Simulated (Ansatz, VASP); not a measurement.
**PbSe: VASP beside Ansatz**

File POSCAR:

```
PbSe
1.0
    0.0000000000      3.2122503083      3.2122503083
    3.2122503083      0.0000000000      3.2122503083
    3.2122503083      3.2122503083      0.0000000000
Pb Se
1 1
Direct
    0.0000000000      0.0000000000      0.0000000000
    0.5000000000      0.5000000000      0.5000000000
```

File INCAR.step1:

```
SYSTEM = PbSe
PREC     = Accurate       ! precision mode
ENCUT    = 400            ! plane-wave cutoff, eV
EDIFF    = 1E-5           ! SCF threshold, eV
ISMEAR   = 0              ! smearing method
SIGMA    = 0.01           ! smearing width, eV
LREAL    = .FALSE.        ! projectors in reciprocal space
LASPH    = .TRUE.         ! aspherical terms in the spheres
NELM     = 120            ! most SCF steps
ALGO     = Normal         ! electronic algorithm
ISIF     = 2              ! what is computed and relaxed
LWAVE    = .TRUE.         ! write WAVECAR
GGA      = PE             ! functional
NBANDS   = 17             ! bands
GGA_COMPAT= .FALSE.
```

INCAR.step2

```
SYSTEM = PbSe
PREC     = Accurate       ! precision mode
ENCUT    = 400            ! plane-wave cutoff, eV
EDIFF    = 1E-6           ! SCF threshold, eV
ISMEAR   = 0              ! smearing method
SIGMA    = 0.01           ! smearing width, eV
LREAL    = .FALSE.        ! projectors in reciprocal space
LASPH    = .TRUE.         ! aspherical terms in the spheres
NELM     = 120            ! most SCF steps
ALGO     = Normal         ! electronic algorithm
ISIF     = 2              ! what is computed and relaxed
LWAVE    = .FALSE.        ! write WAVECAR
LCHARG   = .TRUE.         ! write CHGCAR
GGA      = PE             ! functional
LHFCALC  = .TRUE.         ! exact exchange
HFSCREEN = 0.2079         ! screening, 1/A
PRECFOCK = Normal       
LELF     = .TRUE.         ! ELF
LVHAR    = .TRUE.       
ISTART   = 1            
NBANDS   = 17             ! bands
GGA_COMPAT= .FALSE.
```

The input KPOINTS:

```
Automatic mesh
0
G
  6 6 6
  0 0 0
```

Input for Ansatz:

```yaml
crystal:
  lattice:
    - [0.0, 3.2122503083, 3.2122503083]
    - [3.2122503083, 0.0, 3.2122503083]
    - [3.2122503083, 3.2122503083, 0.0]
  atoms:
    - { symbol: Pb, position: [0.0, 0.0, 0.0] }
    - { symbol: Se, position: [0.5, 0.5, 0.5] }
kpoints:
  mp_grid: { grid: [6, 6, 6] }
  band_path:
    path:
      - [0.0, 0.0, 0.0]
      - [0.5, 0.0, 0.5]
      - [0.625, 0.25, 0.625]
      - [0.375, 0.375, 0.75]
      - [0.5, 0.5, 0.5]
      - [0.5, 0.25, 0.75]
      - [0.0, 0.0, 0.5]
    npoints: 1
hamiltonian:
  xc: hse06
scf:
  occupations: { method: fixed }
  n_extra_bands: 4
output:
  forces: true
  stress: true
  eigenvalues: true
```

Change from the starting cell: hydrostatic strain +4.0%.

Alike in both runs: task single point; functional HSE06; k mesh 6 × 6 × 6; no spin polarisation.

|  | VASP | Ansatz |
| --- | --- | --- |
| version | VASP 6.6.1 | Ansatz 0.2.0 |
| potentials or method | VASP PAW PBE potentials, release 64 (Pb_d, Se) | plane waves, PAW |
| plane-wave cutoff (eV) | 400 | 420 |
| occupations | gaussian, width 0.01 eV | fixed |
| valence electrons in the cell | 20 | 30 |

```tsv
	VASP	Ansatz	Ansatz less VASP
gap on the k mesh at the Fermi level (eV)	1.16	1.15	-0.011
pressure (GPa)	-4.8	-4.7	+0.08
```

VASP's potentials hold 20 valence electrons a cell and Ansatz's 30, so a difference there can come from the potentials and not from the codes. Ansatz's warnings: stress exchange threshold loose, stress scf threshold loose.

Neither program's run includes spin-orbit coupling.
